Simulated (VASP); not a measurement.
# TiO2 (I4_1/amd) in VASP: single point with LDA+U

Aim: the single point of TiO2 with LDA+U.

Everything below comes from runs of VASP 6.6.1. Logs are shortened: lines on timing, memory, paths and dates and some standing lists are left out, and cuts for length are marked.

**1. The cell of the first run**

The structure is tetragonal, space group I4_1/amd (No. 141). The conventional cell has a = 3.804 Å, b = 3.804 Å, c = 9.614 Å, α = 90.00°, β = 90.00°, γ = 90.00°. Ti (site symmetry -4m2) has 6 O at 1.95 to 2.00 Å within 2.6 Å. Within 2.6 Å of O (site symmetry 2mm) lie 3 Ti at 1.95 to 2.00 Å and 2 O at 2.48 Å.

**2. Single point, LDA+U, collinear spin**

Contents of INCAR:

```
SYSTEM = TiO2
PREC = Accurate
ENCUT = 910
EDIFF = 1E-6
ISMEAR = -1
SIGMA = 0.05
LREAL = .FALSE.
LASPH = .TRUE.
NELM = 200
ALGO = Normal
ISIF = 2
LWAVE = .FALSE.
LCHARG = .FALSE.
ISPIN = 2
MAGMOM = 1 1 0 0 0 0
LORBIT = 11
LMAXMIX = 4
LDAU = .TRUE.
LDAUTYPE = 2
LDAUL = 2 -1
LDAUU = 3 0
LDAUJ = 0 0
LDAUPRINT = 1
GGA = CA
ISYM = 0
NBANDS = 37
GGA_COMPAT = .FALSE.
```

Contents of KPOINTS:

```
regular mesh
0
G
  5 5 7
  0 0 0
```

Contents of POSCAR:

```
TiO2
1.0
   -1.9020000000      1.9020000000      4.8070000000
    1.9020000000     -1.9020000000      4.8070000000
    1.9020000000      1.9020000000     -4.8070000000
Ti O
2 4
Direct
    0.0000000000      0.0000000000      0.0000000000
    0.7500000000      0.2500000000      0.5000000000
    0.2076000000      0.2076000000      0.0000000000
    0.9576000000      0.4576000000      0.5000000000
    0.5424000000      0.0424000000      0.5000000000
    0.7924000000      0.7924000000      0.0000000000
```

Potentials or basis: VASP PAW LDA potentials, release 64 (Ti_sv, O_h).

Command:

```console
$ cat potpaw_LDA.64/Ti_sv/POTCAR potpaw_LDA.64/O_h/POTCAR > POTCAR
$ mpirun -np 1 vasp_std > vasp.out
```

OUTCAR:

```text
SYSTEM = TiO2
   PREC = Accurate
   ENCUT = 910
   EDIFF = 1E-6
   ISMEAR = -1
   LREAL = .FALSE.
   LASPH = .TRUE.
   NELM = 200
   ISIF = 2
   ISPIN = 2
   LORBIT = 11
   GGA = CA
   ISYM = 0

 ion  position               nearest neighbor table
   1  0.000  0.000  0.000-   5 1.95   4 1.95   5 1.95   4 1.95   3 2.00   6 2.00
   2  0.750  0.250  0.500-   6 1.95   3 1.95   6 1.95   3 1.95   4 2.00   5 2.00
   3  0.208  0.208  0.000-   2 1.95   2 1.95   1 2.00
   4  0.958  0.458  0.500-   1 1.95   1 1.95   2 2.00
   5  0.542  0.042  0.500-   1 1.95   1 1.95   2 2.00
   6  0.792  0.792  0.000-   2 1.95   2 1.95   1 2.00

IMPORTANT INFORMATION: All symmetrisations will be switched off!
NOSYMM: (Re-)initialisation of all symmetry stuff for point group C_1.

----------------------------------------------------------------------------------------

                                     Primitive cell

  volume of cell :      69.5593

  direct lattice vectors                    reciprocal lattice vectors
    -1.902000000  1.902000000  4.807000000     0.000000000  0.262881178  0.104014978
     1.902000000 -1.902000000  4.807000000     0.262881178  0.000000000  0.104014978
     1.902000000  1.902000000 -4.807000000     0.262881178  0.262881178  0.000000000

  length of vectors
     5.508398769  5.508398769  5.508398769     0.282711212  0.282711212  0.371770127

  position of ions in fractional coordinates (direct lattice)
     0.000000000  0.000000000  0.000000000
     0.750000000  0.250000000  0.500000000
     0.207600000  0.207600000  0.000000000
     0.957600000  0.457600000  0.500000000
     0.542400000  0.042400000  0.500000000
     0.792400000  0.792400000  0.000000000

  ion indices of the primitive-cell ions
   primitive index   ion index
                 1           1
                 2           2
                 3           3
                 4           4
                 5           5
                 6           6

----------------------------------------------------------------------------------------

 KPOINTS: regular mesh

Automatic generation of k-mesh.
 Grid dimensions read from file:
 generate k-points for:    5    5    7

 Generating k-lattice:

  Cartesian coordinates                     Fractional coordinates (reciprocal lattice)
     0.000000000  0.052576236  0.020802996     0.200000000  0.000000000  0.000000000
     0.052576236  0.000000000  0.020802996     0.000000000  0.200000000  0.000000000
     0.037554454  0.037554454  0.000000000     0.000000000  0.000000000  0.142857143

  Length of vectors
     0.056542242  0.056542242  0.053110018

  Shift w.r.t. Gamma in fractional coordinates (k-lattice)
     0.000000000  0.000000000  0.000000000

 -----------------------------------------------------------------------------
|                                                                             |
|           W    W    AA    RRRRR   N    N  II  N    N   GGGG   !!!           |
|           W    W   A  A   R    R  NN   N  II  NN   N  G    G  !!!           |
|           W    W  A    A  R    R  N N  N  II  N N  N  G       !!!           |
|           W WW W  AAAAAA  RRRRR   N  N N  II  N  N N  G  GGG   !            |
[... 133 lines left out ...]
  o =  0.1088  v = -0.0000 -0.4855 -0.0000  0.8742 -0.0000  0.0000  0.0000  0.0000  0.0000  0.0000      0.0000  0.0000  0.0000  0.0000  0.0000  0.0000  0.0000  0.0000  0.0000  0.0000
  o =  0.1088  v =  0.0000  0.0000  0.0000  0.0000  0.0000 -0.0000  0.8882 -0.0000  0.4594 -0.0000      0.0000  0.0000  0.0000  0.0000  0.0000  0.0000  0.0000  0.0000  0.0000  0.0000
  o =  0.1088  v =  0.0000  0.0000  0.0000  0.0000  0.0000 -0.0000 -0.4594 -0.0000  0.8882 -0.0000      0.0000  0.0000  0.0000  0.0000  0.0000  0.0000  0.0000  0.0000  0.0000  0.0000
  o =  0.1138  v =  1.0000  0.0000 -0.0000  0.0000 -0.0000  0.0000  0.0000  0.0000  0.0000  0.0000      0.0000  0.0000  0.0000  0.0000  0.0000  0.0000  0.0000  0.0000  0.0000  0.0000
  o =  0.1138  v =  0.0000  0.0000  0.0000  0.0000  0.0000  1.0000  0.0000 -0.0000  0.0000 -0.0000      0.0000  0.0000  0.0000  0.0000  0.0000  0.0000  0.0000  0.0000  0.0000  0.0000
  o =  0.2520  v =  0.0000  0.0000  1.0000  0.0000 -0.0001  0.0000  0.0000  0.0000  0.0000  0.0000      0.0000  0.0000  0.0000  0.0000  0.0000  0.0000  0.0000  0.0000  0.0000  0.0000
  o =  0.2520  v =  0.0000  0.0000  0.0000  0.0000  0.0000  0.0000  0.0000  1.0000  0.0000 -0.0000      0.0000  0.0000  0.0000  0.0000  0.0000  0.0000  0.0000  0.0000  0.0000  0.0000
  o =  0.2535  v = -0.0000  0.0000 -0.0001 -0.0000 -1.0000  0.0000  0.0000  0.0000  0.0000  0.0000      0.0000  0.0000  0.0000  0.0000  0.0000  0.0000  0.0000  0.0000  0.0000  0.0000
  o =  0.2535  v =  0.0000  0.0000  0.0000  0.0000  0.0000 -0.0000 -0.0000 -0.0000 -0.0000 -1.0000      0.0000  0.0000  0.0000  0.0000  0.0000  0.0000  0.0000  0.0000  0.0000  0.0000

atom =   2  type =  1  l = 2

 onsite density matrix

spin component  1

  0.1138  0.0000  0.0000  0.0000 -0.0000
  0.0000  0.1088  0.0000 -0.0000 -0.0000
  0.0000  0.0000  0.2520  0.0000  0.0000
  0.0000 -0.0000  0.0000  0.1088  0.0000
 -0.0000 -0.0000  0.0000  0.0000  0.2535

spin component  2

  0.1138  0.0000  0.0000  0.0000 -0.0000
  0.0000  0.1088  0.0000 -0.0000 -0.0000
  0.0000  0.0000  0.2520  0.0000  0.0000
  0.0000 -0.0000  0.0000  0.1088  0.0000
 -0.0000 -0.0000  0.0000  0.0000  0.2535

 occupancies and eigenvectors

  o =  0.1088  v = -0.0000  0.8743 -0.0000  0.4854  0.0000  0.0000  0.0000  0.0000  0.0000  0.0000      0.0000  0.0000  0.0000  0.0000  0.0000  0.0000  0.0000  0.0000  0.0000  0.0000
  o =  0.1088  v =  0.0000  0.4854  0.0000 -0.8743  0.0000  0.0000  0.0000  0.0000  0.0000  0.0000      0.0000  0.0000  0.0000  0.0000  0.0000  0.0000  0.0000  0.0000  0.0000  0.0000
  o =  0.1088  v =  0.0000  0.0000  0.0000  0.0000  0.0000 -0.0000  0.8707 -0.0000  0.4919 -0.0000      0.0000  0.0000  0.0000  0.0000  0.0000  0.0000  0.0000  0.0000  0.0000  0.0000
  o =  0.1088  v =  0.0000  0.0000  0.0000  0.0000  0.0000  0.0000  0.4919  0.0000 -0.8707  0.0000      0.0000  0.0000  0.0000  0.0000  0.0000  0.0000  0.0000  0.0000  0.0000  0.0000
  o =  0.1138  v =  1.0000  0.0000 -0.0000  0.0000  0.0000  0.0000  0.0000  0.0000  0.0000  0.0000      0.0000  0.0000  0.0000  0.0000  0.0000  0.0000  0.0000  0.0000  0.0000  0.0000
  o =  0.1138  v =  0.0000  0.0000  0.0000  0.0000  0.0000  1.0000  0.0000 -0.0000  0.0000  0.0000      0.0000  0.0000  0.0000  0.0000  0.0000  0.0000  0.0000  0.0000  0.0000  0.0000
  o =  0.2520  v =  0.0000  0.0000  1.0000  0.0000 -0.0001  0.0000  0.0000  0.0000  0.0000  0.0000      0.0000  0.0000  0.0000  0.0000  0.0000  0.0000  0.0000  0.0000  0.0000  0.0000
  o =  0.2520  v =  0.0000  0.0000  0.0000  0.0000  0.0000  0.0000  0.0000  1.0000  0.0000 -0.0000      0.0000  0.0000  0.0000  0.0000  0.0000  0.0000  0.0000  0.0000  0.0000  0.0000
  o =  0.2535  v = -0.0000 -0.0000  0.0001  0.0000  1.0000  0.0000  0.0000  0.0000  0.0000  0.0000      0.0000  0.0000  0.0000  0.0000  0.0000  0.0000  0.0000  0.0000  0.0000  0.0000
  o =  0.2535  v =  0.0000  0.0000  0.0000  0.0000  0.0000 -0.0000 -0.0000  0.0000  0.0000  1.0000      0.0000  0.0000  0.0000  0.0000  0.0000  0.0000  0.0000  0.0000  0.0000  0.0000

 number of electron      48.0000000 magnetization      -0.0000076

 Free energy of the ion-electron system (eV)
  ---------------------------------------------------
  ext. energy  EPLUGINS =         0.00000000
  ---------------------------------------------------
  free energy    TOTEN  =       -54.63184279 eV

  energy without entropy =      -54.63184279  energy(sigma->0) =      -54.63184279

 E-fermi :   4.6916     XC(G=0): -11.2521

 val. band max:        3.5381351145   @ k =   0.0000   0.0000   0.4286
 cond. band min:       5.9079889223   @ k =   0.0000   0.0000   0.0000
 fundamental gap:      2.3698538078
 Fermi energy:         4.6915510749

 spin component 1

 k-point     1 :       0.0000    0.0000    0.0000
  band No.  band energies     occupation
      1     -52.9420      1.00000
      2     -52.8858      1.00000
      3     -29.7486      1.00000
      4     -29.5246      1.00000
      5     -29.5246      1.00000
      6     -29.4587      1.00000
[... 1865 lines left out ...]
     35      13.8111      0.00000
     36      14.4601      0.00000

 [... further k-points ...]

 [bands above 36 left out]

------------------------ aborting loop because EDIFF is reached ----------------------------------------

  FORCE on cell =-STRESS in cart. coord.  units (eV):
  Direction    XX          YY          ZZ          XY          YZ          ZX
  --------------------------------------------------------------------------------------
  -------------------------------------------------------------------------------------
  Total       -1.8807743     -1.8807527     -2.4067035     -0.0001412     -0.0000570     -0.0000579
  in kB      -43.3203679    -43.3198690    -55.4342328     -0.0032520     -0.0013127     -0.0013340
  external PRESSURE =     -47.3581565 kB  Pullay stress =       0.0000000 kB

 VOLUME and BASIS-vectors are now :
 -----------------------------------------------------------------------------
  energy-cutoff  :      910.00
  volume of cell :       69.56
      direct lattice vectors                 reciprocal lattice vectors
    -1.902000000  1.902000000  4.807000000     0.000000000  0.262881178  0.104014978
     1.902000000 -1.902000000  4.807000000     0.262881178  0.000000000  0.104014978
     1.902000000  1.902000000 -4.807000000     0.262881178  0.262881178  0.000000000

 POSITION                                       TOTAL-FORCE (eV/Angst)
 -----------------------------------------------------------------------------------
      0.00000      0.00000      0.00000         0.000026     -0.000030      0.000001
      0.00000      1.90200      2.40350        -0.000028      0.000030     -0.000002
      0.00000      0.00000      1.99587         0.000013     -0.000029     -0.123875
      0.00000      1.90200      4.39937        -0.000030      0.000012     -0.123892
      0.00000      1.90200      0.40763        -0.000012      0.000029      0.123892
      0.00000      0.00000      7.61813         0.000031     -0.000012      0.123876
 -----------------------------------------------------------------------------------
    total drift:                               -0.000001     -0.000001     -0.000008

  FREE ENERGIE OF THE ION-ELECTRON SYSTEM (eV)
  ---------------------------------------------------
  free  energy   TOTEN  =       -54.6318427909 eV

  energy  without entropy=      -54.6318427909  energy(sigma->0) =      -54.63184279

 total charge

# of ion       s       p       d       tot
------------------------------------------
    1        2.232   6.308   1.644  10.184
    2        2.232   6.308   1.644  10.184
    3        1.032   2.346   0.000   3.378
    4        1.032   2.346   0.000   3.378
    5        1.032   2.346   0.000   3.378
    6        1.032   2.346   0.000   3.378
--------------------------------------------------
tot          8.592  22.001   3.289  33.881

 magnetization (x)

# of ion       s       p       d       tot
------------------------------------------
    1       -0.000  -0.000  -0.000  -0.000
    2       -0.000  -0.000  -0.000  -0.000
    3        0.000   0.000   0.000   0.000
    4        0.000   0.000   0.000   0.000
    5        0.000   0.000   0.000   0.000
    6        0.000   0.000   0.000   0.000
--------------------------------------------------
tot         -0.000   0.000  -0.000  -0.000
```

Wall time 40 min (1 thread of Intel Xeon Platinum 8259CL at 2.50GHz (Skylake/Cascade Lake), shared host); peak memory 0.81 GiB.

What came out:

```
Free energy                                           : -54.6318 eV
Pressure                                              : -4.7 GPa
Largest force                                         : 0.124 eV/Å
Band gap on the k mesh                                : 2.37 eV (least direct gap 2.83 eV)
Net moment                                            : 0.00 μB per cell
Valence electrons inside the program's atomic spheres : Ti 10.18; O 3.38
```

Forces in eV/Å, atoms in the order of the input:
```
Ti   0.000  0.000  0.000
Ti   0.000  0.000  0.000
O    0.000  0.000 -0.124
O    0.000  0.000 -0.124
O    0.000  0.000  0.124
O    0.000  0.000  0.124
```

Stress tensor (GPa, compression positive):
```
-4.33  0.00  0.00
 0.00 -4.33  0.00
 0.00  0.00 -5.54
```

Levels at points of the mesh, in eV from the valence-band top:
Spin up:
```tsv
k point	band 20	band 21	band 22	band 23	band 24	band 25	band 26	band 27	band 28	band 29
(0.00, 0.00, 0.00)	-0.81	-0.79	-0.79	-0.47	-0.47	2.37	3.12	4.15	4.15	4.22
```
Spin down:
```
           k point  band 20  band 21  band 22  band 23  band 24  band 25  band 26  band 27  band 28  band 29
(0.00, 0.00, 0.00)    -0.81    -0.79    -0.79    -0.47    -0.47     2.37     3.12     4.15     4.15     4.22
```

Eigenvalues of the final occupation matrices:
```tsv
site	spin	trace	eigenvalues
site 1 d	1	0.84	0.11 0.11 0.11 0.25 0.25
site 1 d	2	0.84	0.11 0.11 0.11 0.25 0.25
site 2 d	1	0.84	0.11 0.11 0.11 0.25 0.25
site 2 d	2	0.84	0.11 0.11 0.11 0.25 0.25
```

Caveat: the cell stands under tension.
